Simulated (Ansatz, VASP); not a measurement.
## Al3BiO3 in VASP and in Ansatz

```xyz
7
Lattice="3.0481 0.0000 0.0000 -1.5240 2.6397 0.0000 0.0000 0.0000 14.3823" Properties=species:S:1:pos:R:3 pbc="T T T"
Al    0.0000    1.7598    8.8421
Al    0.0000    0.0000    5.8834
Al    0.0000    1.7598    1.8779
Bi    0.0000    0.0000   13.5561
O     0.0000    1.7598    7.1078
O     0.0000    0.0000    9.3809
O     1.5240    0.8799    5.2000
```

Alike in both runs: functional PBE; k mesh 12 × 12 × 4; occupations gaussian, width 0.1 eV; no spin polarisation.

Ansatz relaxed the structure, and its values are those at the end. VASP's run is a single point on that final structure, the one shown.

|  | VASP | Ansatz |
| --- | --- | --- |
| version | VASP 6.6.1 | Ansatz 0.2.0 |
| potentials or method | VASP PAW PBE potentials, release 64 (Al, Bi_d, O), cutoff 520 eV | scalar-relativistic, plane waves, PAW |
| valence electrons in the cell | 42 | 42 |

Ansatz gave:

```
gap on the k mesh at the Fermi level (eV) : none
pressure (GPa)                            : 0.0
rms of the force components (eV/Å)        : 0.002
```

Problem. Which values does VASP return?

Solution. gap on the k mesh at the Fermi level (eV): none; pressure (GPa): 0.0; rms of the force components (eV/Å): 0.014.

A gap of «none» marks a metal or a gap that the smearing closes. With one functional, cell and mesh, what is left measures potentials, basis and numerics.

Spin-orbit coupling is off throughout.
